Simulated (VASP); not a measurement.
A run of VASP 6.6.1 is set up as follows.

INCAR

```
  ALGO = Normal
  EDIFF = 1E-7
  ENCUT = 520
  GGA = PE
  ISIF = 2
  ISMEAR = 0
  LASPH = T
  LCHARG = F
  LREAL = F
  LWAVE = F
  NBANDS = 30
  NELM = 60
  PREC = Accurate
  SIGMA = 0.1
```

KPOINTS

```
k-points
0
Gamma
  4 4 4
```

File POSCAR:

```
Hf4C
1.0
    0.0000000000      3.4898326444      5.2812555567
    2.9529091841      0.0000000000      5.2812555567
    2.9529091841      3.4898326444      0.0000000000
Hf C
4 1
Direct
    0.2940589910      0.7059410090      0.2940589910
    0.7059410090      0.2940589910      0.7059410090
    0.7500000000      0.7500000000      0.7500000000
    0.2500000000      0.2500000000      0.2500000000
    0.0000000000      0.0000000000      0.0000000000
```

Potentials or basis: VASP PAW PBE potentials, release 64 (Hf_pv, C).

The run is started by

```console
$ cat potpaw_PBE.64/Hf_pv/POTCAR potpaw_PBE.64/C/POTCAR > POTCAR
$ mpirun -np 1 vasp_std > vasp.out
```

Problem. Estimate the band gap on the k mesh.

Solution. Zero (bands 22 and 23 overlap by 0.05 eV).

Problem. Estimate the largest force.

Solution. 0.016 eV/Å.

Problem. What does it give for the pressure?

Solution. -0.3 GPa.

Stress tensor (GPa, compression positive):
```
-0.70  0.00  0.00
 0.00  0.18  0.00
 0.00  0.00 -0.27
```

Caveat: the k points lie up to 0.38 Å⁻¹ apart; spin-orbit coupling is left out, which moves the levels of the heavy elements.
